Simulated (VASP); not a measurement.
A run of VASP 6.6.1 is set up as follows.

The input INCAR:

```
SYSTEM = Si2Ni
PREC     = Accurate       ! precision mode
ENCUT    = 600            ! plane-wave cutoff, eV
EDIFF    = 1E-6           ! SCF threshold, eV
ISMEAR   = 0              ! smearing method
SIGMA    = 0.1            ! smearing width, eV
LREAL    = .FALSE.        ! projectors in reciprocal space
LASPH    = .TRUE.         ! aspherical terms in the spheres
NELM     = 120            ! most SCF steps
ALGO     = Normal         ! electronic algorithm
ISIF     = 2              ! what is computed and relaxed
LWAVE    = .FALSE.        ! write WAVECAR
LCHARG   = .TRUE.         ! write CHGCAR
GGA      = PS             ! functional
LELF     = .TRUE.         ! ELF
LVHAR    = .TRUE.       
NBANDS   = 16             ! bands
GGA_COMPAT= .FALSE.
```

KPOINTS

```
Automatic mesh
0
G
  14 14 14
  0 0 0
```

Contents of POSCAR:

```
Si2Ni
1.0
    0.0000000000      2.6956064789      2.6956064789
    2.6956064789      0.0000000000      2.6956064789
    2.6956064789      2.6956064789      0.0000000000
Ni Si
1 2
Direct
    0.0000000000      0.0000000000      0.0000000000
    0.2500000000      0.2500000000      0.2500000000
    0.7500000000      0.7500000000      0.7500000000
```

Potentials or basis: VASP PAW PBE potentials, release 64 (Ni, Si).

Launch:

```bash
$ cat potpaw_PBE.64/Ni/POTCAR potpaw_PBE.64/Si/POTCAR > POTCAR
$ mpirun -np 1 vasp_std > vasp.out
```

Question: What does it give for the band gap on the k mesh?

Answer: Zero (band 9 reaches 12.21 eV, above the bottom of band 10 at 10.08 eV).

Question: What does it give for the pressure?

Answer: 0.1 GPa.

Caveat: the PAW data sets were made with another functional, which shifts forces and pressure a little. Spin polarisation is off, so any magnetic state and its effect on volume and gap are missing.
